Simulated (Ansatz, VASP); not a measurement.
One calculation of Be, two programs

Contents of INCAR:

```
SYSTEM = Be
  PREC = Accurate
  ENCUT = 600
  EDIFF = 1E-6
  ISMEAR = -1
  SIGMA = 0.1
  LREAL = .FALSE.
  LASPH = .TRUE.
  NELM = 80
  ALGO = Normal
  ISIF = 3
  LWAVE = .FALSE.
  LCHARG = .FALSE.
  GGA = CA
  IBRION = 2
  NSW = 80
  EDIFFG = -0.01
```

The input KPOINTS:

```
Automatic mesh
0
G
  10 10 14
  0 0 0
```

File POSCAR:

```
Be
1.0
    3.5790237631      0.0000000000      0.0000000000
   -1.7895118815      3.0995254996      0.0000000000
    0.0000000000      0.0000000000      2.1939415668
Be
3
Direct
    0.0000000000      0.0000000000      0.0000000000
    0.3333333333      0.6666666667      0.5000000000
    0.6666666667      0.3333333333      0.5000000000
```

Input for Ansatz:

```yaml
crystal:
  lattice:
    - [3.5790237631, 0.0, 0.0]
    - [-1.7895118815, 3.0995254996, 0.0]
    - [0.0, 0.0, 2.1939415668]
  atoms:
    - { symbol: Be, position: [0.0, 0.0, 0.0] }
    - { symbol: Be, position: [0.3333333333, 0.6666666667, 0.5] }
    - { symbol: Be, position: [0.6666666667, 0.3333333333, 0.5] }
hamiltonian:
  xc: lda
  pseudopotentials:
    kind: paw
    azcp:
      Be: "pseudopotentials/Be.paw.azcp"
basis:
  ecutwfc: 420
  fft_grid_basis: typed
kpoints:
  mp_grid: { grid: [10, 10, 14], shift: [0, 0, 0] }
magnetization:
  spin_polarized: false
scf:
  occupations: { method: fermi_dirac, width: 0.1 }
relax:
  max_steps: 60
  f_tol: 0.01
  cell: {}
```

Alike in both runs: task relaxation of cell and atoms; functional LDA; k mesh 10 × 10 × 14; occupations fermi-dirac, width 0.1 eV; no spin polarisation.

|  | VASP | Ansatz |
| --- | --- | --- |
| version | VASP 6.6.1 | Ansatz 0.2.0 |
| potentials or method | VASP PAW LDA potentials, release 64 (Be), cutoff 600 eV | plane waves (420 eV) with PAW, scalar-relativistic |
| valence electrons in the cell | 6 | 6 |

```tsv
	VASP	Ansatz	Ansatz less VASP
relaxed volume (Å³/atom)	7.70	7.68	-0.020
relaxed cell length with the largest relative difference (Å)	2.152	2.149	-0.0034
```

Ansatz warns that its potentials were made for another functional, while VASP's fit it. LDA's correlation is that of Perdew and Zunger in VASP and of Perdew and Wang (1992) in Ansatz.
